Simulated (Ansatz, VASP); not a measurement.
# NaI in VASP and in Ansatz

```
CELL_PARAMETERS angstrom
0.00000 3.20172 3.20172
3.20172 0.00000 3.20172
3.20172 3.20172 0.00000
ATOMIC_POSITIONS crystal
Na 0.00000 0.00000 0.00000
I 0.50000 0.50000 0.50000
```

Alike in both runs: functional PBEsol; k mesh 6 × 6 × 6; no spin polarisation.

Ansatz relaxed the structure, and its values are those at the end. VASP's run is a single point on that final structure, the one shown.

|  | VASP | Ansatz |
| --- | --- | --- |
| version | VASP 6.6.1 | Ansatz 0.2.0 |
| potentials or method | VASP PAW PBE potentials, release 64 (Na_pv, I), cutoff 500 eV | scalar-relativistic, plane waves, PAW |
| occupations | gaussian, width 0.01 eV | fixed |
| valence electrons in the cell | 14 | 26 |

|  | VASP | Ansatz | Ansatz less VASP |
| --- | --- | --- | --- |
| gap on the k mesh at the Fermi level (eV) | 3.59 | 3.59 | +0.004 |
| least direct gap on the mesh (eV) | 3.59 | 3.59 | +0.004 |
| pressure (GPa) | 0.0 | 0.0 | -0.03 |

VASP's potentials were made for PBE, not for PBEsol. VASP's potentials hold 14 valence electrons a cell and Ansatz's 26, so a difference there can come from the potentials and not from the codes.

Neither program's run includes spin-orbit coupling.
